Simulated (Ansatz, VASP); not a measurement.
# ZnS in VASP and in Ansatz

```
Zn S
1.0
     3.78212    0.00000    0.00000
    -1.89106    3.27541    0.00000
     0.00000    0.00000    6.20773
Zn S
2 2
Direct
  0.33333 0.66667 0.00541
  0.66667 0.33333 0.50541
  0.33333 0.66667 0.37959
  0.66667 0.33333 0.87959
```

Alike in both runs: functional PBEsol; k mesh 9 × 9 × 6; occupations gaussian, width 0.02 eV; no spin polarisation.

Ansatz relaxed the structure, and its values are those at the end. VASP's run is a single point on that final structure, the one shown.

```csv
,VASP,Ansatz
version,VASP 6.6.1,Ansatz 0.2.0
potentials or method,"VASP PAW PBE potentials, release 64 (Zn, S), cutoff 520 eV","scalar-relativistic, plane waves, PAW"
valence electrons in the cell,36,36
```

```tsv
	VASP	Ansatz	Ansatz less VASP
gap on the k mesh at the Fermi level (eV)	2.16	2.15	-0.007
least direct gap on the mesh (eV)	2.16	2.15	-0.007
pressure (GPa)	0.2	0.0	-0.20
```

VASP's potentials were made for PBE, not for PBEsol. The functional is the same, so the differences come from potentials, cutoffs and numerics.
